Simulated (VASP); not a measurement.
Au, 1 atom in the cell. Symmetry: Fm-3m, No. 225, cubic system. The conventional cell has a = 4.070 Å, b = 4.070 Å, c = 4.070 Å, α = 90.00°, β = 90.00°, γ = 90.00°. Within 3.8 Å of Au (site symmetry m-3m) lie 12 Au at 2.88 Å. 

```yaml
Program: VASP 6.6.1
Task: relaxation of cell and atoms
Functional: PBE
Potentials_or_basis: VASP PAW PBE potentials, release 64 (Au)
Cutoff: 500 eV
k_mesh: 20 × 20 × 20
Occupations: methfessel-paxton, width 0.05 eV
Spin: no spin polarisation
Dipole_correction: no
Further_INCAR_settings: ALGO = Normal; EDIFF = 1e-07; IBRION = 2; EDIFFG = -0.01; NSW = 80; ISIF = 3
```

Potentials or basis: VASP PAW PBE potentials, release 64 (Au).

The run is started by

```bash
$ cat potpaw_PBE.64/Au/POTCAR > POTCAR
$ mpirun -np 1 vasp_std > vasp.out
```

Hardware: 1 thread of Intel(R) Xeon(R) 6975P-C (Granite Rapids) (shared host).

**Question.** Estimate the wall time of this run.

**Answer.** Wall time 42 s on 1 thread of Intel(R) Xeon(R) 6975P-C (Granite Rapids) (shared host), peak memory 0.18 GiB. Counts: scf iterations 31, k points 256, ion steps 4.
